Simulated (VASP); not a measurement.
# GaN in VASP: single point with PBE

Aim: the single point of GaN with PBE.

All numbers are computed with VASP 6.6.1; they aren't measurements. Logs are shortened: lines on timing, memory, paths and dates and some standing lists are left out, and cuts for length are marked.

**1. The cell of the first run**

The typed cell holds 2 atoms: a = 3.216 Å, b = 3.216 Å, c = 3.216 Å, α = 59.99°, β = 60.00°, γ = 60.00°.

**2. Single point, PBE**

Contents of INCAR:

```
ALGO = Normal
EDIFF = 1E-6
ENCUT = 520
GGA = PE
ISIF = 2
ISMEAR = 0
LASPH = True
LCHARG = False
LREAL = False
LWAVE = False
NBANDS = 16
NELM = 80
PREC = Accurate
SIGMA = 0.05
```

Contents of KPOINTS:

```
k-points
0
Gamma
  8 8 8
```

Contents of POSCAR:

```
GaN
1.0
    0.0000249299      2.2741217030      2.2741002362
    2.2743236407      0.0000497289      2.2740709125
    2.2743114992      2.2740815396      0.0000601799
Ga N
1 1
Direct
   -0.0000027425     -0.0000039626     -0.0000044978
    0.7500027425      0.7500039626      0.7500044978
```

Potentials or basis: VASP PAW PBE potentials, release 64 (Ga_d, N).

On the command line:

```console
$ cat potpaw_PBE.64/Ga_d/POTCAR potpaw_PBE.64/N/POTCAR > POTCAR
$ mpirun -np 1 vasp_std > vasp.out
```

OUTCAR:

```text
EDIFF = 1E-6
   ENCUT = 520
   GGA = PE
   ISIF = 2
   ISMEAR = 0
   LASPH = True
   LREAL = False
   NELM = 80
   PREC = Accurate

 ion  position               nearest neighbor table
   1  1.000  1.000  1.000-   2 1.97   2 1.97   2 1.97   2 1.97
   2  0.750  0.750  0.750-   1 1.97   1 1.97   1 1.97   1 1.97

  LATTYP: Found a base centered monoclinic cell.
 ALAT       =     5.5707653772
 B/A-ratio  =     0.5772908220
 C/A-ratio  =     0.5773135930
 COS(beta)  =    -0.5773250531

  Lattice vectors:

 A1 = (  -2.2743236407,  -0.0000497289,  -2.2740709125)
 A2 = (  -2.2743114992,  -2.2740815396,  -0.0000601799)
 A3 = (   0.0000249299,   2.2741217030,   2.2741002362)

Analysis of symmetry for initial positions (statically):
=====================================================================
 Subroutine PRICEL returns:
 Original cell was already a primitive cell.

 Routine SETGRP: Setting up the symmetry group for a
 base centered monoclinic supercell.

 Subroutine GETGRP returns: Found  2 space group operations
 (whereof  2 operations were pure point group operations)
 out of a pool of  4 trial point group operations.

The static configuration has the point symmetry C_1h.

Analysis of symmetry for dynamics (positions and initial velocities):
=====================================================================
 Subroutine PRICEL returns:
 Original cell was already a primitive cell.

 Routine SETGRP: Setting up the symmetry group for a
 base centered monoclinic supercell.

 Subroutine GETGRP returns: Found  2 space group operations
 (whereof  2 operations were pure point group operations)
 out of a pool of  4 trial point group operations.

The dynamic configuration has the point symmetry C_1h.

 Subroutine INISYM returns: Found  2 space group operations
 (whereof  2 operations are pure point group operations),
 and found     1 'primitive' translations

----------------------------------------------------------------------------------------

                                     Primitive cell

  volume of cell :      23.5226

  direct lattice vectors                    reciprocal lattice vectors
     0.000024930  2.274121703  2.274100236    -0.219849326  0.219865739  0.219868951
     2.274323641  0.000049729  2.274070913     0.219846343 -0.219874393  0.219874058
     2.274311499  2.274081540  0.000060180     0.219848401  0.219873156 -0.219877642

  length of vectors
     3.216078576  3.216200637  3.216199566     0.380811009  0.380817232  0.380819776

  position of ions in fractional coordinates (direct lattice)
     0.999997257  0.999996037  0.999995502
     0.750002743  0.750003963  0.750004498

  ion indices of the primitive-cell ions
   primitive index   ion index
                 1           1
                 2           2

----------------------------------------------------------------------------------------

 KPOINTS: k-points

Automatic generation of k-mesh.
 Grid dimensions read from file:
 generate k-points for:    8    8    8

 Generating k-lattice:

  Cartesian coordinates                     Fractional coordinates (reciprocal lattice)
    -0.027481166  0.027483217  0.027483619     0.125000000  0.000000000  0.000000000
     0.027480793 -0.027484299  0.027484257     0.000000000  0.125000000  0.000000000
     0.027481050  0.027484145 -0.027484705    -0.000000000  0.000000000  0.125000000

  Length of vectors
     0.047601376  0.047602154  0.047602472

  Shift w.r.t. Gamma in fractional coordinates (k-lattice)
     0.000000000  0.000000000  0.000000000

 Subroutine IBZKPT returns following result:
 ===========================================

 Found    150 irreducible k-points:

 Following reciprocal coordinates:
            Coordinates               Weight
  0.000000  0.000000  0.000000      1.000000
  0.125000  0.000000  0.000000      2.000000
  0.250000  0.000000  0.000000      2.000000
  0.375000 -0.000000  0.000000      2.000000
  0.500000  0.000000  0.000000      1.000000
  0.000000  0.125000  0.000000      4.000000
[... 16 lines left out ...]
  0.125000  0.375000 -0.000000      4.000000
  0.250000  0.375000  0.000000      4.000000
 [... further k-points ...]
   k-points           NKPTS =    150   k-points in BZ     NKDIM =    150   number of bands    NBANDS=     16
   number of dos      NEDOS =    301   number of ions     NIONS =      2
   total plane-waves  NPLWV =  13824
   dimension x,y,z NGX =    24 NGY =   24 NGZ =   24
   dimension x,y,z NGXF=    48 NGYF=   48 NGZF=   48
   ions per type =               1   1
   NGX,Y,Z   is equivalent  to a cutoff of  12.41, 12.41, 12.41 a.u.
   NGXF,Y,Z  is equivalent  to a cutoff of  24.81, 24.81, 24.81 a.u.
 SYSTEM =  unknown system
   PREC   = accura    normal or accurate (medium, high low for compatibility)
   ISTART =      0    job   : 0-new  1-cont  2-samecut
   ICHARG =      2    charge: 1-file 2-atom 10-const
   ISPIN  =      1    spin polarized calculation?
   LNONCOLLINEAR =      F non collinear calculations
   LSORBIT =      F    spin-orbit coupling
   LASPH  =      T    aspherical Exc in radial PAW
   ENCUT  =  520.0 eV  38.22 Ry    6.18 a.u.   5.98  5.98  5.98*2*pi/ulx,y,z
   NELM   =     80;   NELMIN=  2; NELMDL= -5     # of ELM steps
   EDIFF  = 0.1E-05   stopping-criterion for ELM
   LREAL  =      F    real-space projection
   EDIFFG = 0.1E-04   stopping-criterion for IOM
   NSW    =      0    number of steps for IOM
   IBRION =     -1    ionic relax: 0-MD 1-quasi-New 2-CG
   NFREE  =      0    steps in history (QN), initial steepest desc. (CG)
   ISIF   =      2    stress and relaxation
   ISYM   =      2    0-nonsym 1-usesym 2-fastsym
   POTIM  = 0.5000    time-step for ionic-motion
   TEBEG  =    0.0;   TEEND  =   0.0 temperature during run
   PSTRESS=    0.0 pullay stress
   NELECT =      18.0000    total number of electrons
   NUPDOWN=      -1.0000    fix difference up-down
   EMIN   =  10.00;   EMAX   =-10.00  energy-range for DOS
   EFERMI =   0.00;   METHOD = LEGACY
   ISMEAR =     0;   SIGMA  =   0.05  broadening in eV -4-tet -1-fermi 0-gaus
   EFERMI_NEDOS =   21; number of points for ismear=-14 and -15
   IALGO  =     38    algorithm
   IMIX   =      4    mixing-type and parameters
     AMIX     =   0.40;   BMIX     =  1.00
     AMIX_MAG =   1.60;   BMIX_MAG =  1.00
  volume/ion in A,a.u.               =      11.76        79.37
  Fermi-wavevector in a.u.,A,eV,Ry     =   1.497398  2.829673 30.507010  2.242202
  Thomas-Fermi vector in A             =   2.609291
   LORBIT       =      0    0 simple, 1 ext, 2 COOP (PROOUT), +10 PAW based schemes
   GGA     = PE    functional components
   LHFCALC =     F    Hartree Fock is set to
   AEXX    =    0.0000 exact exchange contribution
   IVDW    =     0    specifies the selected vdW correction
   LEPSILON=     F    determine dielectric tensor
   LRPA    =     F    only Hartree local field effects (RPA)
 non-spin polarized calculation
 Gauss-broadening in eV      SIGMA  =   0.05
  energy-cutoff  :      520.00
  volume of cell :       23.52
 maximum number of plane-waves:       648
   NGX = 11   NGY = 11   NGZ = 11

 number of electron      17.9999987 magnetization

 Free energy of the ion-electron system (eV)
  ---------------------------------------------------
  ext. energy  EPLUGINS =         0.00000000
  ---------------------------------------------------
  free energy    TOTEN  =       -12.15307555 eV

  energy without entropy =      -12.15307555  energy(sigma->0) =      -12.15307555

 E-fermi :   5.2259     XC(G=0): -11.5212

 val. band max:        4.9891512521   @ k =   0.0000   0.0000   0.0000
 cond. band min:       6.5364276401   @ k =   0.0000   0.0000   0.0000
 fundamental gap:      1.5472763880
 Fermi energy:         5.2259368185

 k-point     1 :       0.0000    0.0000    0.0000
  band No.  band energies     occupation
      1     -10.7150      2.00000
      2      -8.4345      2.00000
      3      -8.4344      2.00000
      4      -8.4343      2.00000
      5      -8.1416      2.00000
      6      -8.1414      2.00000
[... 8 lines left out ...]
     15      23.6343      0.00000
     16      23.6377      0.00000

 k-point     2 :       0.1250    0.0000    0.0000
  band No.  band energies     occupation
      1     -10.5572      2.00000
      2      -8.4155      2.00000
      3      -8.4153      2.00000
      4      -8.3668      2.00000
      5      -8.1430      2.00000
      6      -8.1428      2.00000
[... 8 lines left out ...]
     15      22.0669      0.00000
     16      22.0677      0.00000

 k-point     3 :       0.2500    0.0000    0.0000
  band No.  band energies     occupation
      1     -10.2135      2.00000
      2      -8.3783      2.00000
      3      -8.3782      2.00000
      4      -8.1368      2.00000
      5      -8.1367      2.00000
      6      -8.0577      2.00000
[... 8 lines left out ...]
     15      21.6694      0.00000
     16      21.6711      0.00000

 k-point     4 :       0.3750   -0.0000    0.0000
  band No.  band energies     occupation
      1      -9.9664      2.00000
      2      -8.3574      2.00000
      3      -8.3573      2.00000
      4      -8.1131      2.00000
      5      -8.1130      2.00000
      6      -7.3813      2.00000
[... 8 lines left out ...]
     15      23.0076      0.00000
     16      23.0087      0.00000
[... 324 lines left out ...]
 k-point    22 :       0.0000    0.3750    0.0000
  band No.  band energies     occupation
      1      -9.9664      2.00000
      2      -8.3575      2.00000
      3      -8.3574      2.00000
      4      -8.1131      2.00000
      5      -8.1130      2.00000
      6      -7.3812      2.00000
[... 8 lines left out ...]
     15      23.0075      0.00000
     16      23.0087      0.00000

 k-point    23 :       0.1250    0.3750   -0.0000
  band No.  band energies     occupation
      1      -9.9697      2.00000
      2      -8.3532      2.00000
      3      -8.3286      2.00000
      4      -8.1749      2.00000
      5      -8.1020      2.00000
      6      -7.5115      2.00000
[... 8 lines left out ...]
     15      22.9554      0.00000
     16      24.3559      0.00000

 k-point    24 :       0.2500    0.3750    0.0000
  band No.  band energies     occupation
      1      -9.8946      2.00000
      2      -8.3077      2.00000
      3      -8.2614      2.00000
      4      -8.2424      2.00000
      5      -8.0916      2.00000
      6      -7.4191      2.00000
[... 8 lines left out ...]
     15      26.2992      0.00000
     16      26.3343      0.00000

 [... further k-points ...]

------------------------ aborting loop because EDIFF is reached ----------------------------------------

  FORCE on cell =-STRESS in cart. coord.  units (eV):
  Direction    XX          YY          ZZ          XY          YZ          ZX
  --------------------------------------------------------------------------------------
  -------------------------------------------------------------------------------------
  Total        0.0161607      0.0180382      0.0180379     -0.0000122     -0.0007396     -0.0000128
  in kB        1.1007451      1.2286249      1.2286019     -0.0008280     -0.0503780     -0.0008720
  external PRESSURE =       1.1859906 kB  Pullay stress =       0.0000000 kB

 VOLUME and BASIS-vectors are now :
 -----------------------------------------------------------------------------
  energy-cutoff  :      520.00
  volume of cell :       23.52
      direct lattice vectors                 reciprocal lattice vectors
     0.000024930  2.274121703  2.274100236    -0.219849326  0.219865739  0.219868951
     2.274323641  0.000049729  2.274070913     0.219846343 -0.219874393  0.219874058
     2.274311499  2.274081540  0.000060180     0.219848401  0.219873156 -0.219877642

 POSITION                                       TOTAL-FORCE (eV/Angst)
 -----------------------------------------------------------------------------------
      4.54864      4.54824      4.54822         0.000138      0.000257      0.000257
      3.41151      3.41121      3.41119        -0.000138     -0.000257     -0.000257
 -----------------------------------------------------------------------------------
    total drift:                               -0.000013     -0.000158      0.000133

  FREE ENERGIE OF THE ION-ELECTRON SYSTEM (eV)
  ---------------------------------------------------
  free  energy   TOTEN  =       -12.1530755531 eV

  energy  without entropy=      -12.1530755531  energy(sigma->0) =      -12.15307555
```

It took 58 s on 1 thread of Intel Xeon 8259CL, shared host; peak memory 0.18 GiB.

Results:

- Free energy: -12.1531 eV
- Pressure: 0.1 GPa
- Band gap on the k mesh: 1.55 eV
